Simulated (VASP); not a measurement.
Runs of VASP 6.6.1 on AlN. The structure is that of space group Fm-3m (No. 225), or close to it. The cells are those of the table. 

```tsv
task	cell	k mesh	cutoff (eV)	smearing	gap on the mesh (eV)	pressure (GPa)	relaxed volume (Å³/atom)
single point	a = 2.855 Å, angles 60.0°, 2 atoms	8 × 8 × 8	520	gaussian 0.1 eV	5.53	-0.7	-
relaxation of cell and atoms	relaxed from a = 2.855 Å, angles 60.0°, 2 atoms	10 × 10 × 10	600	gaussian 0.02 eV	5.56	0.1	8.20
single point	a = 2.855 Å, angles 60.0°, 2 atoms	10 × 10 × 10	520	gaussian 0.02 eV	5.53	-0.8	-
relaxation of cell and atoms	relaxed from a = 2.877 Å, angles 60.0°, 2 atoms	8 × 8 × 8	600	gaussian 0.1 eV	5.56	0.1	(a)
```

Alike in all rows: level r2SCAN; potentials or basis VASP PAW PBE potentials, release 64 (Al, N); no spin polarisation.

Fill in the values left out.

(a) 8.21.

Caveats: the PAW data sets were made with another functional, which shifts forces and pressure a little.

A k mesh can miss the band edges.
